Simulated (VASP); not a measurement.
# BN (Fmm2) in VASP: settings compared

BN is run at these levels: HSE06, PBE0; tasks: single point.

Everything below comes from runs of VASP 6.6.1. Logs are shortened: lines on timing, memory, paths and dates and some standing lists are left out, and cuts for length are marked.

### Step 1. The cell of the first run

The structure is orthorhombic, space group Fmm2 (No. 42). Conventional cell: a = 2.502 Å, b = 6.586 Å, c = 4.327 Å, α = 90.00°, β = 90.00°, γ = 90.00°. Within 1.9 Å of B (site symmetry mm2) lie 3 N at 1.44 Å. Within 1.9 Å of N (site symmetry mm2) lie 3 B at 1.44 Å.

### Step 2. Single point, HSE06

Contents of POSCAR:

```
BN
1.0
    0.0000000000      3.2928550384      2.1632762179
    1.2509583998      0.0000000000      2.1632762179
    1.2509583998      3.2928550384      0.0000000000
B N
1 1
Direct
    0.0001138443      0.0001138443      0.9998861557
    0.6665861457      0.6665861457      0.3334138543
```

Contents of INCAR.step1:

```
SYSTEM = BN
PREC = Accurate
ENCUT = 520
EDIFF = 1E-5
ISMEAR = 0
SIGMA = 0.01
LREAL = .FALSE.
LASPH = .TRUE.
NELM = 80
ALGO = Normal
ISIF = 2
LWAVE = .TRUE.
LCHARG = .FALSE.
GGA = PE
NBANDS = 11
```

Contents of INCAR.step2:

```
SYSTEM = BN
PREC = Accurate
ENCUT = 520
EDIFF = 1E-6
ISMEAR = 0
SIGMA = 0.01
LREAL = .FALSE.
LASPH = .TRUE.
NELM = 80
ALGO = Normal
ISIF = 2
LWAVE = .FALSE.
LCHARG = .FALSE.
GGA = PE
LHFCALC = .TRUE.
HFSCREEN = 0.2079
PRECFOCK = Normal
ISTART = 1
NBANDS = 11
```

Contents of KPOINTS:

```
regular mesh
0
G
  8 8 8
  0 0 0
```

Potentials or basis: VASP PAW PBE potentials, release 64 (B, N).

Command:

```
$ cat potpaw_PBE.64/B/POTCAR potpaw_PBE.64/N/POTCAR > POTCAR
$ cp INCAR.step1 INCAR
$ mpirun -np 1 vasp_std > vasp.out
$ cp INCAR.step2 INCAR
$ mpirun -np 1 vasp_std > vasp.out
```

OUTCAR:

```text
SYSTEM = BN
   PREC = Accurate
   ENCUT = 520
   EDIFF = 1E-6
   ISMEAR = 0
   LREAL = .FALSE.
   LASPH = .TRUE.
   NELM = 80
   ISIF = 2
   GGA = PE
   LHFCALC = .TRUE.
   HFSCREEN = 0.2079
   PRECFOCK = Normal
   ISTART = 1

 ion  position               nearest neighbor table
   1  0.000  0.000  1.000-   2 1.44   2 1.44   2 1.44
   2  0.667  0.667  0.333-   1 1.44   1 1.44   1 1.44

  LATTYP: Found a face centered orthorhombic cell.
 ALAT       =     2.5019167996
 B/A-ratio  =     1.7292950895
 C/A-ratio  =     2.6322658203

  Lattice vectors:

 A1 = (  -0.0000000000,   3.2928550384,   2.1632762179)
 A2 = (  -1.2509583998,   3.2928550384,   0.0000000000)
 A3 = (  -1.2509583998,   0.0000000000,   2.1632762179)

Analysis of symmetry for initial positions (statically):
=====================================================================
 Subroutine PRICEL returns:
 Original cell was already a primitive cell.

 Routine SETGRP: Setting up the symmetry group for a
 face centered orthorhombic supercell.

 Subroutine GETGRP returns: Found  4 space group operations
 (whereof  4 operations were pure point group operations)
 out of a pool of  8 trial point group operations.

The static configuration has the point symmetry C_2v.

Analysis of symmetry for dynamics (positions and initial velocities):
=====================================================================
 Subroutine PRICEL returns:
 Original cell was already a primitive cell.

 Routine SETGRP: Setting up the symmetry group for a
 face centered orthorhombic supercell.

 Subroutine GETGRP returns: Found  4 space group operations
 (whereof  4 operations were pure point group operations)
 out of a pool of  8 trial point group operations.

The dynamic configuration has the point symmetry C_2v.

 Subroutine INISYM returns: Found  4 space group operations
 (whereof  4 operations are pure point group operations),
 and found     1 'primitive' translations

----------------------------------------------------------------------------------------

                                     Primitive cell

  volume of cell :      17.8220

  direct lattice vectors                    reciprocal lattice vectors
     0.000000000  3.292855038  2.163276218    -0.399693547  0.151843915  0.231130910
     1.250958400  0.000000000  2.163276218     0.399693547 -0.151843915  0.231130910
     1.250958400  3.292855038  0.000000000     0.399693547  0.151843915 -0.231130910

  length of vectors
     3.939880493  2.498931954  3.522469478     0.486038068  0.486038068  0.486038068

  position of ions in fractional coordinates (direct lattice)
     0.000113844  0.000113844  0.999886156
     0.666586146  0.666586146  0.333413854

  ion indices of the primitive-cell ions
   primitive index   ion index
                 1           1
                 2           2

----------------------------------------------------------------------------------------

 KPOINTS: regular mesh

Automatic generation of k-mesh.
 Grid dimensions read from file:
 generate k-points for:    8    8    8

 Generating k-lattice:

  Cartesian coordinates                     Fractional coordinates (reciprocal lattice)
    -0.049961693  0.018980489  0.028891364     0.125000000  0.000000000  0.000000000
     0.049961693 -0.018980489  0.028891364     0.000000000  0.125000000  0.000000000
     0.049961693  0.018980489 -0.028891364     0.000000000  0.000000000  0.125000000

  Length of vectors
     0.060754758  0.060754758  0.060754758

  Shift w.r.t. Gamma in fractional coordinates (k-lattice)
     0.000000000  0.000000000  0.000000000

 Subroutine IBZKPT returns following result:
 ===========================================

 Found     95 irreducible k-points:

 Following reciprocal coordinates:
            Coordinates               Weight
  0.000000  0.000000  0.000000      1.000000
  0.125000  0.000000  0.000000      8.000000
  0.250000  0.000000  0.000000      8.000000
  0.375000  0.000000  0.000000      8.000000
  0.500000  0.000000  0.000000      4.000000
  0.125000  0.125000  0.000000      2.000000
[... 16 lines left out ...]
  0.250000  0.000000  0.125000      8.000000
  0.375000  0.000000  0.125000      8.000000
 [... further k-points ...]
   k-points           NKPTS =     95   k-points in BZ     NKDIM =    512   number of bands    NBANDS=     11
   number of dos      NEDOS =    301   number of ions     NIONS =      2
   total plane-waves  NPLWV =  16800
   dimension x,y,z NGX =    30 NGY =   20 NGZ =   28
   dimension x,y,z NGXF=    60 NGYF=   40 NGZF=   56
   ions per type =               1   1
   NGX,Y,Z   is equivalent  to a cutoff of  12.66, 13.31, 13.21 a.u.
   NGXF,Y,Z  is equivalent  to a cutoff of  25.32, 26.61, 26.43 a.u.
 SYSTEM =  BN
   PREC   = accura    normal or accurate (medium, high low for compatibility)
   ISTART =      1    job   : 0-new  1-cont  2-samecut
   ICHARG =      0    charge: 1-file 2-atom 10-const
   ISPIN  =      1    spin polarized calculation?
   LNONCOLLINEAR =      F non collinear calculations
   LSORBIT =      F    spin-orbit coupling
   LASPH  =      T    aspherical Exc in radial PAW
   ENCUT  =  520.0 eV  38.22 Ry    6.18 a.u.   7.33  4.65  6.55*2*pi/ulx,y,z
   NELM   =     80;   NELMIN=  2; NELMDL=  0     # of ELM steps
   EDIFF  = 0.1E-05   stopping-criterion for ELM
   LREAL  =      F    real-space projection
   EDIFFG = 0.1E-04   stopping-criterion for IOM
   NSW    =      0    number of steps for IOM
   IBRION =     -1    ionic relax: 0-MD 1-quasi-New 2-CG
   NFREE  =      0    steps in history (QN), initial steepest desc. (CG)
   ISIF   =      2    stress and relaxation
   ISYM   =      3    0-nonsym 1-usesym 2-fastsym
   POTIM  = 0.5000    time-step for ionic-motion
   TEBEG  =    0.0;   TEEND  =   0.0 temperature during run
   PSTRESS=    0.0 pullay stress
   NELECT =       8.0000    total number of electrons
   NUPDOWN=      -1.0000    fix difference up-down
   EMIN   =  10.00;   EMAX   =-10.00  energy-range for DOS
   EFERMI =   0.00;   METHOD = LEGACY
   ISMEAR =     0;   SIGMA  =   0.01  broadening in eV -4-tet -1-fermi 0-gaus
   EFERMI_NEDOS =   21; number of points for ismear=-14 and -15
   IALGO  =     38    algorithm
   IMIX   =      1    mixing-type and parameters
     AMIX     =   0.40;   BMIX     =  1.00
     AMIX_MAG =   1.60;   BMIX_MAG =  1.00
  volume/ion in A,a.u.               =       8.91        60.13
  Fermi-wavevector in a.u.,A,eV,Ry     =   1.253485  2.368742 21.377796  1.571224
  Thomas-Fermi vector in A             =   2.387335
   LORBIT       =      0    0 simple, 1 ext, 2 COOP (PROOUT), +10 PAW based schemes
   GGA     = PE    functional components
   LHFCALC =     T    Hartree Fock is set to
   PRECFOCK=normal    Normal, Fast or Accurate (Low or Medium for compatibility)
   ENCUT4O =  -1.0   cutoff for four orbital integrals eV
   NKREDX  =     1    reduce k-point grid by
   NKREDY  =     1    reduce k-point grid by
   NKREDZ  =     1    reduce k-point grid by
   AEXX    =    0.2500 exact exchange contribution
   HFSCREEN=    0.2079 screening length (either q_TF or 0.3 A-1)
   HFSCREENC=   0.2079 screening length for correlation (either q_TF or 0.3 A-1)
   ENCUTFOCK=  -1.0 apply spherical cutoff to Coloumb kernel
   IVDW    =     0    specifies the selected vdW correction
   LEPSILON=     F    determine dielectric tensor
   LRPA    =     F    only Hartree local field effects (RPA)
 non-spin polarized calculation
 Gauss-broadening in eV      SIGMA  =   0.01
  energy-cutoff  :      520.00
  volume of cell :       17.82
 maximum number of plane-waves:       501
 NGX is ok and might be reduce to    30
  NGX = 24; NGY = 14; NGZ = 20

 number of electron       8.0000000 magnetization

 Free energy of the ion-electron system (eV)
  ---------------------------------------------------
  ext. energy  EPLUGINS =         0.00000000
  ---------------------------------------------------
  free energy    TOTEN  =       -20.38335947 eV

  energy without entropy =      -20.38335947  energy(sigma->0) =      -20.38335947

 E-fermi :   1.8851     XC(G=0):  -8.3778

 val. band max:        1.8240009175   @ k =   0.5000  -0.3750   0.1250
 cond. band min:       6.5063849936   @ k =   0.0000   0.5000   0.5000
 fundamental gap:      4.6823840761
 Fermi energy:         1.8850969080

 k-point     1 :       0.0000    0.0000    0.0000
  band No.  band energies     occupation
      1     -18.0948      2.00000
      2      -2.9305      2.00000
      3       0.0025      2.00000
      4       0.0088      2.00000
      5       8.0179      0.00000
      6      14.9271      0.00000
      7      15.0443      0.00000
      8      17.0455      0.00000
      9      18.2634      0.00000
     10      29.1691      0.00000
     11      31.6167      0.00000

 k-point     2 :       0.1250    0.0000    0.0000
  band No.  band energies     occupation
      1     -17.7519      2.00000
      2      -2.6302      2.00000
      3      -1.2828      2.00000
      4      -0.5816      2.00000
      5       8.7544      0.00000
      6      14.8052      0.00000
      7      15.7880      0.00000
      8      16.3443      0.00000
      9      19.3100      0.00000
     10      27.4181      0.00000
     11      30.0379      0.00000

 k-point     3 :       0.2500    0.0000    0.0000
  band No.  band energies     occupation
      1     -16.7749      2.00000
      2      -4.0961      2.00000
      3      -1.7503      2.00000
      4      -1.7040      2.00000
      5      10.3724      0.00000
      6      13.0080      0.00000
      7      14.5696      0.00000
      8      19.7602      0.00000
      9      21.3848      0.00000
     10      23.8876      0.00000
     11      28.4994      0.00000
[... 267 lines left out ...]
 k-point    23 :       0.2500    0.0000    0.1250
  band No.  band energies     occupation
      1     -17.6698      2.00000
      2      -3.3524      2.00000
      3      -1.2846      2.00000
      4      -0.5817      2.00000
      5      10.0670      0.00000
      6      14.7717      0.00000
      7      15.9341      0.00000
      8      16.3616      0.00000
      9      19.3230      0.00000
     10      27.8138      0.00000
     11      29.6220      0.00000

 k-point    24 :       0.3750    0.0000    0.1250
  band No.  band energies     occupation
      1     -16.6785      2.00000
      2      -4.1311      2.00000
      3      -2.4840      2.00000
      4      -1.7470      2.00000
      5      11.2304      0.00000
      6      13.7901      0.00000
      7      15.0604      0.00000
      8      19.7594      0.00000
      9      20.9252      0.00000
     10      24.6576      0.00000
     11      28.3722      0.00000

 [... further k-points ...]
[... 5 lines left out ...]
  --------------------------------------------------------------------------------------
  -------------------------------------------------------------------------------------
  Total       -0.2005595      0.3255393     -0.1963553      0.0000000      0.0000000      0.0000000
  in kB      -18.0300232     29.2655365    -17.6520761      0.0000000      0.0000000      0.0000000
  external PRESSURE =      -2.1388543 kB  Pullay stress =       0.0000000 kB

 VOLUME and BASIS-vectors are now :
 -----------------------------------------------------------------------------
  energy-cutoff  :      520.00
  volume of cell :       17.82
      direct lattice vectors                 reciprocal lattice vectors
     0.000000000  3.292855038  2.163276218    -0.399693547  0.151843915  0.231130910
     1.250958400  0.000000000  2.163276218     0.399693547 -0.151843915  0.231130910
     1.250958400  3.292855038  0.000000000     0.399693547  0.151843915 -0.231130910

 POSITION                                       TOTAL-FORCE (eV/Angst)
 -----------------------------------------------------------------------------------
      1.25096      3.29286      0.00049         0.000000      0.000000      0.003415
      1.25096      3.29286      2.88402         0.000000      0.000000     -0.003415
 -----------------------------------------------------------------------------------
    total drift:                                0.000003      0.000014     -0.000006

  FREE ENERGIE OF THE ION-ELECTRON SYSTEM (eV)
  ---------------------------------------------------
  free  energy   TOTEN  =       -20.3833594675 eV

  energy  without entropy=      -20.3833594675  energy(sigma->0) =      -20.38335947
```

It took 38 min on 1 thread of Intel Xeon Platinum 8488C (Sapphire Rapids), shared host; peak memory 0.26 GiB.

Results:

```
Free energy            : -20.3834 eV
Pressure               : -0.2 GPa
Largest force          : 0.003 eV/Å
Band gap on the k mesh : 4.68 eV (least direct gap 6.16 eV)
```

Forces on the atoms (eV/Å):
```
B    0.000  0.000  0.003
N    0.000  0.000 -0.003
```

Stress tensor (GPa, compression positive):
```
-1.80  0.00  0.00
 0.00  2.93  0.00
 0.00  0.00 -1.77
```

Caveat: the PAW data sets were made with another functional, which shifts forces and pressure a little.

[end of part 1 of 2]
